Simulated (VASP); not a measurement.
# BN (lda) (P6_3mc) in VASP: a series of runs

BN (lda) is run at these levels: LDA; tasks: single point.

Program: VASP 6.6.1. These are calculated values, not measurements. Logs are shortened: lines on timing, memory, paths and dates and some standing lists are left out, and cuts for length are marked.

## Step 1: The cell of the first run

It takes space group P6_3mc (No. 186, hexagonal). The conventional cell has a = 2.550 Å, b = 2.550 Å, c = 4.210 Å, α = 90.00°, β = 90.00°, γ = 120.00°. Within 2.1 Å of B (site symmetry 3m) lie 4 N at 1.56 to 1.57 Å. Within 2.1 Å of N (site symmetry 3m) lie 4 B at 1.56 to 1.57 Å.

## Step 2: Single point, LDA

Contents of INCAR:

```
SYSTEM = BN
  ALGO = Normal
  EDIFF = 1E-7
  ENCUT = 520
  ISIF = 2
  ISMEAR = 0
  LASPH = .True.
  LCHARG = .True.
  LELF = .True.
  LREAL = .False.
  LVHAR = .True.
  LWAVE = .False.
  NBANDS = 16
  NELM = 60
  PREC = Accurate
  SIGMA = 0.1
```

Contents of KPOINTS:

```
k-points
0
Gamma
  9 9 4
  0 0 0
```

Contents of POSCAR:

```
BN
1.0
    2.5500000000      0.0000000000      0.0000000000
   -1.2750000000      2.2083647797      0.0000000000
    0.0000000000      0.0000000000      4.2100000000
B N
2 2
Direct
    0.3333333333      0.6666666667      0.0000000000
    0.6666666667      0.3333333333      0.5000000000
    0.3333333333      0.6666666667      0.3740000000
    0.6666666667      0.3333333333      0.8740000000
```

Potentials or basis: VASP PAW LDA potentials, release 64 (B, N).

Launch:

```sh
$ cat potpaw_LDA.64/B/POTCAR potpaw_LDA.64/N/POTCAR > POTCAR
$ mpirun -np 1 vasp_std > vasp.out
```

OUTCAR:

```text
SYSTEM = BN
   EDIFF = 1E-7
   ENCUT = 520
   ISIF = 2
   ISMEAR = 0
   LASPH = .True.
   LREAL = .False.
   NELM = 60
   PREC = Accurate

 ion  position               nearest neighbor table
   1  0.333  0.667  0.000-   4 1.56   4 1.56   4 1.56   3 1.57
   2  0.667  0.333  0.500-   3 1.56   3 1.56   3 1.56   4 1.57
   3  0.333  0.667  0.374-   2 1.56   2 1.56   2 1.56   1 1.57
   4  0.667  0.333  0.874-   1 1.56   1 1.56   1 1.56   2 1.57

  LATTYP: Found a hexagonal cell.
 ALAT       =     2.5500000000
 C/A-ratio  =     1.6509803922

  Lattice vectors:

 A1 = (   2.5500000000,   0.0000000000,   0.0000000000)
 A2 = (  -1.2750000000,   2.2083647797,   0.0000000000)
 A3 = (   0.0000000000,   0.0000000000,   4.2100000000)

Analysis of symmetry for initial positions (statically):
=====================================================================
 Subroutine PRICEL returns:
 Original cell was already a primitive cell.

 Routine SETGRP: Setting up the symmetry group for a
 hexagonal supercell.

 Subroutine GETGRP returns: Found 12 space group operations
 (whereof  6 operations were pure point group operations)
 out of a pool of 24 trial point group operations.

The static configuration has the point symmetry C_3v.
 The point group associated with its full space group is C_6v.

Analysis of symmetry for dynamics (positions and initial velocities):
=====================================================================
 Subroutine PRICEL returns:
 Original cell was already a primitive cell.

 Routine SETGRP: Setting up the symmetry group for a
 hexagonal supercell.

 Subroutine GETGRP returns: Found 12 space group operations
 (whereof  6 operations were pure point group operations)
 out of a pool of 24 trial point group operations.

The dynamic configuration has the point symmetry C_3v.
 The point group associated with its full space group is C_6v.

 Subroutine INISYM returns: Found 12 space group operations
 (whereof  6 operations are pure point group operations),
 and found     1 'primitive' translations

----------------------------------------------------------------------------------------

                                     Primitive cell

  volume of cell :      23.7079

  direct lattice vectors                    reciprocal lattice vectors
     2.550000000  0.000000000  0.000000000     0.392156863  0.226411870  0.000000000
    -1.275000000  2.208364780  0.000000000     0.000000000  0.452823741  0.000000000
     0.000000000  0.000000000  4.210000000     0.000000000  0.000000000  0.237529691

  length of vectors
     2.550000000  2.550000000  4.210000000     0.452823741  0.452823741  0.237529691

  position of ions in fractional coordinates (direct lattice)
     0.333333333  0.666666667  0.000000000
     0.666666667  0.333333333  0.500000000
     0.333333333  0.666666667  0.374000000
     0.666666667  0.333333333  0.874000000

  ion indices of the primitive-cell ions
   primitive index   ion index
                 1           1
                 2           2
                 3           3
                 4           4

----------------------------------------------------------------------------------------

 KPOINTS: k-points

Automatic generation of k-mesh.
 Grid dimensions read from file:
 generate k-points for:    9    9    4

 Generating k-lattice:

  Cartesian coordinates                     Fractional coordinates (reciprocal lattice)
     0.043572985  0.025156874  0.000000000     0.111111111  0.000000000  0.000000000
     0.000000000  0.050313749  0.000000000     0.000000000  0.111111111  0.000000000
     0.000000000  0.000000000  0.059382423     0.000000000  0.000000000  0.250000000

  Length of vectors
     0.050313749  0.050313749  0.059382423

  Shift w.r.t. Gamma in fractional coordinates (k-lattice)
     0.000000000  0.000000000  0.000000000

 Subroutine IBZKPT returns following result:
 ===========================================

 Found     36 irreducible k-points:

 Following reciprocal coordinates:
            Coordinates               Weight
  0.000000  0.000000  0.000000      1.000000
  0.111111  0.000000  0.000000      6.000000
  0.222222  0.000000  0.000000      6.000000
  0.333333  0.000000  0.000000      6.000000
  0.444444  0.000000  0.000000      6.000000
  0.111111  0.111111  0.000000      6.000000
[... 16 lines left out ...]
  0.333333  0.222222  0.250000     24.000000
  0.333333  0.333333  0.250000      4.000000
 [... further k-points ...]
   k-points           NKPTS =     36   k-points in BZ     NKDIM =     36   number of bands    NBANDS=     16
   number of dos      NEDOS =    301   number of ions     NIONS =      4
   total plane-waves  NPLWV =  12800
   dimension x,y,z NGX =    20 NGY =   20 NGZ =   32
   dimension x,y,z NGXF=    40 NGYF=   40 NGZF=   64
   ions per type =               2   2
   NGX,Y,Z   is equivalent  to a cutoff of  13.04, 13.04, 12.64 a.u.
   NGXF,Y,Z  is equivalent  to a cutoff of  26.08, 26.08, 25.27 a.u.
 SYSTEM =  BN
   PREC   = accura    normal or accurate (medium, high low for compatibility)
   ISTART =      0    job   : 0-new  1-cont  2-samecut
   ICHARG =      2    charge: 1-file 2-atom 10-const
   ISPIN  =      1    spin polarized calculation?
   LNONCOLLINEAR =      F non collinear calculations
   LSORBIT =      F    spin-orbit coupling
   LASPH  =      T    aspherical Exc in radial PAW
   ENCUT  =  520.0 eV  38.22 Ry    6.18 a.u.   4.74  4.74  7.83*2*pi/ulx,y,z
   NELM   =     60;   NELMIN=  2; NELMDL= -5     # of ELM steps
   EDIFF  = 0.1E-06   stopping-criterion for ELM
   LREAL  =      F    real-space projection
   EDIFFG = 0.1E-05   stopping-criterion for IOM
   NSW    =      0    number of steps for IOM
   IBRION =     -1    ionic relax: 0-MD 1-quasi-New 2-CG
   NFREE  =      0    steps in history (QN), initial steepest desc. (CG)
   ISIF   =      2    stress and relaxation
   ISYM   =      2    0-nonsym 1-usesym 2-fastsym
   POTIM  = 0.5000    time-step for ionic-motion
   TEBEG  =    0.0;   TEEND  =   0.0 temperature during run
   PSTRESS=    0.0 pullay stress
   NELECT =      16.0000    total number of electrons
   NUPDOWN=      -1.0000    fix difference up-down
   EMIN   =  10.00;   EMAX   =-10.00  energy-range for DOS
   EFERMI =   0.00;   METHOD = LEGACY
   ISMEAR =     0;   SIGMA  =   0.10  broadening in eV -4-tet -1-fermi 0-gaus
   EFERMI_NEDOS =   21; number of points for ismear=-14 and -15
   IALGO  =     38    algorithm
   IMIX   =      4    mixing-type and parameters
     AMIX     =   0.40;   BMIX     =  1.00
     AMIX_MAG =   1.60;   BMIX_MAG =  1.00
  volume/ion in A,a.u.               =       5.93        40.00
  Fermi-wavevector in a.u.,A,eV,Ry     =   1.435987  2.713622 28.056005  2.062058
  Thomas-Fermi vector in A             =   2.555225
   LORBIT       =      0    0 simple, 1 ext, 2 COOP (PROOUT), +10 PAW based schemes
   GGA     = CA    functional components
   LHFCALC =     F    Hartree Fock is set to
   AEXX    =    0.0000 exact exchange contribution
   IVDW    =     0    specifies the selected vdW correction
   LEPSILON=     F    determine dielectric tensor
   LRPA    =     F    only Hartree local field effects (RPA)
 non-spin polarized calculation
 Gauss-broadening in eV      SIGMA  =   0.10
  energy-cutoff  :      520.00
  volume of cell :       23.71
 maximum number of plane-waves:       652
 NGX is ok and might be reduce to    20
   NGX =  9   NGY =  9   NGZ = 15

 number of electron      16.0000002 magnetization

 Free energy of the ion-electron system (eV)
  ---------------------------------------------------
  ext. energy  EPLUGINS =         0.00000000
  ---------------------------------------------------
  free energy    TOTEN  =       -38.73552361 eV

  energy without entropy =      -38.73552361  energy(sigma->0) =      -38.73552361

 E-fermi :   8.0170     XC(G=0): -13.0798

 val. band max:        7.5132636044   @ k =   0.0000   0.0000   0.0000
 cond. band min:      12.4454135914   @ k =   0.3333   0.3333   0.0000
 fundamental gap:      4.9321499871
 Fermi energy:         8.0170032900

 k-point     1 :       0.0000    0.0000    0.0000
  band No.  band energies     occupation
      1     -12.7032      2.00000
      2      -8.4852      2.00000
      3      -3.4131      2.00000
      4       5.3682      2.00000
      5       5.3682      2.00000
      6       7.2092      2.00000
[... 8 lines left out ...]
     15      19.2458      0.00000
     16      23.4673      0.00000

 k-point     2 :       0.1111    0.0000    0.0000
  band No.  band energies     occupation
      1     -12.4350      2.00000
      2      -8.2802      2.00000
      3      -3.1489      2.00000
      4       4.2065      2.00000
      5       4.8891      2.00000
      6       6.5502      2.00000
[... 8 lines left out ...]
     15      19.9960      0.00000
     16      23.0612      0.00000

 k-point     3 :       0.2222    0.0000    0.0000
  band No.  band energies     occupation
      1     -11.6458      2.00000
      2      -7.7201      2.00000
      3      -2.3756      2.00000
      4       1.7285      2.00000
      5       3.9190      2.00000
      6       4.4043      2.00000
[... 8 lines left out ...]
     15      21.7673      0.00000
     16      22.4819      0.00000

 k-point     4 :       0.3333    0.0000    0.0000
  band No.  band energies     occupation
      1     -10.4001      2.00000
      2      -7.0744      2.00000
      3      -1.2058      2.00000
      4      -0.6522      2.00000
      5       2.0513      2.00000
      6       3.0527      2.00000
[... 8 lines left out ...]
     15      23.1779      0.00000
     16      23.6681      0.00000
[... 324 lines left out ...]
 k-point    22 :       0.2222    0.2222    0.2500
  band No.  band energies     occupation
      1      -9.3841      2.00000
      2      -7.3914      2.00000
      3      -0.9924      2.00000
      4       0.1037      2.00000
      5       1.5413      2.00000
      6       1.7347      2.00000
[... 8 lines left out ...]
     15      22.5539      0.00000
     16      23.2924      0.00000

 k-point    23 :       0.3333    0.2222    0.2500
  band No.  band energies     occupation
      1      -8.1131      2.00000
      2      -7.0582      2.00000
      3      -1.7144      2.00000
      4      -0.7271      2.00000
      5       0.3496      2.00000
      6       2.1602      2.00000
[... 8 lines left out ...]
     15      23.0292      0.00000
     16      23.9398      0.00000

 k-point    24 :       0.3333    0.3333    0.2500
  band No.  band energies     occupation
      1      -7.2708      2.00000
      2      -7.2708      2.00000
      3      -1.3879      2.00000
      4      -0.6597      2.00000
      5      -0.6597      2.00000
      6       1.2305      2.00000
[... 8 lines left out ...]
     15      23.7210      0.00000
     16      23.7210      0.00000

 [... further k-points ...]
[... 5 lines left out ...]
  --------------------------------------------------------------------------------------
  -------------------------------------------------------------------------------------
  Total       -1.6317796     -1.6317796     -1.3393223      0.0000000      0.0000000      0.0000000
  in kB     -110.2754918   -110.2754918    -90.5112546      0.0000000      0.0000000      0.0000000
  external PRESSURE =    -103.6874127 kB  Pullay stress =       0.0000000 kB

 VOLUME and BASIS-vectors are now :
 -----------------------------------------------------------------------------
  energy-cutoff  :      520.00
  volume of cell :       23.71
      direct lattice vectors                 reciprocal lattice vectors
     2.550000000  0.000000000  0.000000000     0.392156863  0.226411870  0.000000000
    -1.275000000  2.208364780  0.000000000     0.000000000  0.452823741  0.000000000
     0.000000000  0.000000000  4.210000000     0.000000000  0.000000000  0.237529691

 POSITION                                       TOTAL-FORCE (eV/Angst)
 -----------------------------------------------------------------------------------
     -0.00000      1.47224      0.00000         0.000000      0.000000     -0.062044
      1.27500      0.73612      2.10500        -0.000000     -0.000000     -0.062044
     -0.00000      1.47224      1.57454        -0.000000      0.000000      0.062044
      1.27500      0.73612      3.67954         0.000000     -0.000000      0.062044
 -----------------------------------------------------------------------------------
    total drift:                                0.000000      0.000000     -0.000045

  FREE ENERGIE OF THE ION-ELECTRON SYSTEM (eV)
  ---------------------------------------------------
  free  energy   TOTEN  =       -38.7355236073 eV

  energy  without entropy=      -38.7355236073  energy(sigma->0) =      -38.73552361
```

Run time: 4.9 s. Hardware: 1 thread of Intel Xeon 6975P-C (Granite Rapids), shared host; peak memory 0.12 GiB.

What came out:

- Free energy: -38.7355 eV
- Pressure: -10.4 GPa
- Largest force: 0.062 eV/Å
- Band gap on the k mesh: 4.93 eV, indirect (least direct gap 8.11 eV)

Forces on the atoms (eV/Å):
```
B    0.000  0.000 -0.062
B    0.000  0.000 -0.062
N    0.000  0.000  0.062
N    0.000  0.000  0.062
```

A k mesh can miss the band edges. As with any semilocal functional, this LDA gap is likely too small.

## Step 3: Single point, LDA

This run uses another cell than the first one, of 5.75 Å³/atom, 0.971 times its volume.

Contents of INCAR:

```
SYSTEM = BN
ALGO     = Normal         ! electronic algorithm
EDIFF    = 1E-6           ! SCF threshold, eV
ENCUT    = 520            ! plane-wave cutoff, eV
GGA      = CA             ! functional
ISIF     = 2              ! what is computed and relaxed
ISMEAR   = 0              ! smearing method
LASPH    = .TRUE.         ! aspherical terms in the spheres
LCHARG   = .TRUE.         ! write CHGCAR
LELF     = .TRUE.         ! ELF
LREAL    = .FALSE.        ! projectors in reciprocal space
LVHAR    = .TRUE.       
LWAVE    = .FALSE.        ! write WAVECAR
NBANDS   = 16             ! bands
NELM     = 100            ! most SCF steps
PREC     = Accurate       ! precision mode
SIGMA    = 0.1            ! smearing width, eV
```

Contents of KPOINTS:

```
k-points
0
G
  9 9 6
  0 0 0
```

Contents of POSCAR:

```
BN
1.0
    2.5231052628      0.0000000000      0.0000000000
   -1.2615526314      2.1850732540      0.0000000000
    0.0000000000      0.0000000000      4.1752672244
B N
2 2
Direct
    0.3333333333      0.6666666667     -0.0001461616
    0.6666666667      0.3333333333      0.4998538384
    0.3333333333      0.6666666667      0.3741461616
    0.6666666667      0.3333333333      0.8741461616
```

Potentials or basis: VASP PAW LDA potentials, release 64 (B, N).

Launch:

```sh
$ cat potpaw_LDA.64/B/POTCAR potpaw_LDA.64/N/POTCAR > POTCAR
$ mpirun -np 1 vasp_std > vasp.out
```

It took 5.8 s on 1 thread of Intel Xeon 6975P-C (Granite Rapids), shared host; peak memory 0.12 GiB.

The run converged. Its results:

- Free energy: -38.7555 eV
- Pressure: 1.0 GPa
- Largest force: 0.009 eV/Å
- Band gap on the k mesh: 4.90 eV, indirect (least direct gap 8.27 eV)

Forces in eV/Å, atoms in the order of the input:
```
B    0.000  0.000 -0.009
B    0.000  0.000 -0.009
N    0.000  0.000  0.009
N    0.000  0.000  0.009
```

Levels at points of the mesh, in eV from the valence-band top:
```csv
k point,band 5,band 6,band 7,band 8,band 9,band 10,band 11,band 12
"(0.00, 0.00, 0.00)",-2.19,-0.30,0.00,0.00,8.34,8.34,8.63,9.93
"(0.00, 0.00, 0.50)",-1.21,-1.21,-1.21,-1.21,9.70,9.70,9.93,9.93
```

## Step 4: Single point, LDA

This run uses another cell than the first one, of 5.75 Å³/atom, 0.970 times its volume.

Contents of INCAR:

```
SYSTEM = BN
PREC = Accurate ; ENCUT = 520
EDIFF = 1E-7 ; ISMEAR = 0
SIGMA = 0.02 ; LREAL = .False.
LASPH = .True. ; NELM = 60
ALGO = Normal ; ISIF = 2
LWAVE = .False. ; LCHARG = .True.
LELF = .True. ; LVHAR = .True.
NBANDS = 16
```

Contents of KPOINTS:

```
regular mesh
0
Gamma
  9 9 6
  0 0 0
```

Contents of POSCAR:

```
BN
1.0
    2.5226937191      0.0000000000      0.0000000000
   -1.2613468596      2.1847168467      0.0000000000
    0.0000000000      0.0000000000      4.1743273199
B N
2 2
Direct
    0.3333333333      0.6666666667     -0.0002034900
    0.6666666667      0.3333333333      0.4997965100
    0.3333333333      0.6666666667      0.3742034900
    0.6666666667      0.3333333333      0.8742034900
```

Launch:

```sh
$ cat potpaw_LDA.64/B/POTCAR potpaw_LDA.64/N/POTCAR > POTCAR
$ mpirun -np 1 vasp_std > vasp.out
```

Wall time 6.2 s (1 thread of Intel Xeon 6975P-C (Granite Rapids), shared host); peak memory 0.12 GiB.

The run converged. Its results:

| Quantity | Value |
| --- | --- |
| Free energy | -38.7554 eV |
| Pressure | 1.2 GPa |
| Largest force | 0.003 eV/Å |
| Band gap on the k mesh | 4.90 eV, indirect (least direct gap 8.28 eV) |

Forces on the atoms (eV/Å):
```
B    0.000  0.000  0.003
B    0.000  0.000  0.003
N    0.000  0.000 -0.003
N    0.000  0.000 -0.003
```

Levels at points of the mesh, in eV from the valence-band top:
| k point | band 4 | band 5 | band 6 | band 7 | band 8 | band 9 | band 10 | band 11 | band 12 | band 13 |
| --- | --- | --- | --- | --- | --- | --- | --- | --- | --- | --- |
| (0.00, 0.00, 0.00) | -2.19 | -2.19 | -0.30 | 0.00 | 0.00 | 8.34 | 8.34 | 8.63 | 9.94 | 11.24 |
| (0.00, 0.00, 0.50) | -5.82 | -1.21 | -1.21 | -1.21 | -1.21 | 9.71 | 9.71 | 9.94 | 9.94 | 9.94 |

## Step 5: The runs side by side

```csv
cell,k mesh,smearing,gap on the mesh (eV),pressure (GPa),largest force (eV/Å)
"a = 2.550, b = 2.550, c = 4.210 Å, angles 90.0, 90.0, 120.0°, 4 atoms",9 × 9 × 4,gaussian 0.1 eV,4.93,-10.4,0.06
"a = 2.523, b = 2.523, c = 4.175 Å, angles 90.0, 90.0, 120.0°, 4 atoms",9 × 9 × 6,gaussian 0.1 eV,4.90,1.0,0.01
"a = 2.523, b = 2.523, c = 4.174 Å, angles 90.0, 90.0, 120.0°, 4 atoms",9 × 9 × 6,gaussian 0.02 eV,4.90,1.2,-
```

Alike in all rows: task single point; level LDA; potentials or basis VASP PAW LDA potentials, release 64 (B, N); no spin polarisation; cutoff (eV) 520.

Total energies depend on the potentials used, so only differences within one code and one set of settings carry meaning.
